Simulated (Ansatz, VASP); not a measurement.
# CdS in VASP and in Ansatz

File INCAR:

```
PREC = Accurate ; ENCUT = 520
EDIFF = 1E-7 ; ISMEAR = -1
SIGMA = 0.05 ; LREAL = F
LASPH = T ; NELM = 80
ALGO = Normal ; ISIF = 2
LWAVE = F ; LCHARG = F
GGA = PE ; NBANDS = 16
```

File KPOINTS:

```
regular mesh
0
Gamma
  14 14 14
```

POSCAR

```
CdS
1.0
    2.9388191965      0.0000000000      0.0000000000
    0.0000000000      2.9388191965      0.0000000000
    0.0000000000      0.0000000000      2.9388191965
Cd S
1 1
Direct
    0.0000000000      0.0000000000      0.0000000000
    0.5000000000      0.5000000000      0.5000000000
```

Input for Ansatz:

```yaml
crystal:
  lattice:
    - [2.9388191965, 0.0, 0.0]
    - [0.0, 2.9388191965, 0.0]
    - [0.0, 0.0, 2.9388191965]
  atoms:
    - { symbol: Cd, position: [0.0, 0.0, 0.0] }
    - { symbol: S, position: [0.5, 0.5, 0.5] }
kpoints:
  mp_grid: { grid: [14, 14, 14] }
scf:
  occupations: { method: fermi_dirac, width: 0.05 }
hamiltonian:
  xc: pbe
  pseudopotentials: { kind: all_electron, datasets: crystal }
output:
  forces: true
  stress: true
  eigenvalues: true
```

Change from the starting cell: volume scaled by 0.64, crystal datasets.

Alike in both runs: task single point; functional PBE; k mesh 14 × 14 × 14; occupations fermi-dirac, width 0.05 eV; no spin polarisation.

|  | VASP | Ansatz |
| --- | --- | --- |
| version | VASP 6.6.1 | Ansatz 0.2.0 |
| potentials or method | VASP PAW PBE potentials, release 64 (Cd, S), cutoff 520 eV | all-electron PAW with datasets made for the crystal, scalar-relativistic |

|  | VASP | Ansatz | Ansatz less VASP |
| --- | --- | --- | --- |
| pressure (GPa) | 90.8 | 88.0 | -2.82 |

Both programs put the cell under a high pressure, so it lies far from rest at this level. Ansatz ran all-electron here, and VASP with PAW potentials.

Noted on VASP's run: the cell as given lies far from equilibrium.
